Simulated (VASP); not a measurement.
Crystal: TiAl3.

```
Ti Al
1.0
    -1.91111    1.91111    4.28067
     1.91111   -1.91111    4.28067
     1.91111    1.91111   -4.28067
Ti Al
1 3
Direct
  0.00000 0.00000 0.00000
  0.25000 0.75000 0.50000
  0.75000 0.25000 0.50000
  0.50000 0.50000 0.00000
```

```yaml
Program: VASP 6.6.1
Task: relaxation of cell and atoms
Functional: RPBE
Dispersion: D3(BJ)
Potentials_or_basis: VASP PAW PBE potentials, release 64 (Ti_sv, Al)
Cutoff: 600 eV
k_mesh: 10 × 10 × 10
Occupations: fermi-dirac, width 0.05 eV
Spin: no spin polarisation
```

At the start: pressure -22.4 GPa; volume 15.63 Å³/atom.

**Question.** How do energy, volume and symmetry change on relaxing?

**Answer.** Over 10 steps the energy falls by 211.6 meV/atom and the volume is 13.02 Å³/atom (-16.7 %); space group I4/mmm (No. 139, to 0.05 Å).

Step by step:
```
step  energy change (eV)  largest force (eV/Å)  pressure (GPa)  volume (Å³)
   1              0.0000                0.0000          -22.42        62.54
   2             -0.1574                0.0000           33.84        44.75
   3             -0.8459                0.0000           -0.67        52.27
   4             -0.8463                0.0000           -0.03        52.08
   5             -0.8460                0.0000            0.62        51.88
   6             -0.8461                0.0000           -0.51        52.23
   7             -0.8464                0.0000           -0.01        52.07
   8             -0.8464                0.0000           -0.02        52.08
   9             -0.8464                0.0000           -0.03        52.08
  10             -0.8464                0.0000           -0.02        52.07
```

Final structure:
```cif
data_structure
_symmetry_space_group_name_H-M 'P 1'
_symmetry_Int_Tables_number 1
_cell_length_a 4.7532
_cell_length_b 4.7532
_cell_length_c 4.7532
_cell_angle_alpha 135.466
_cell_angle_beta 135.466
_cell_angle_gamma 64.806
_cell_volume 52.07
loop_
_atom_site_label
_atom_site_type_symbol
_atom_site_fract_x
_atom_site_fract_y
_atom_site_fract_z
_atom_site_occupancy
Ti1 Ti 0.00000 0.00000 0.00000 1
Al1 Al 0.25000 0.75000 0.50000 1
Al2 Al 0.75000 0.25000 0.50000 1
Al3 Al 0.50000 0.50000 0.00000 1
```

Caveat: the volume moved by over 15 % at a fixed basis, so the end points are rough; the PAW data sets were made with another functional, which shifts forces and pressure a little; pairwise dispersion overbinds metals, which lowers pressure and volume.
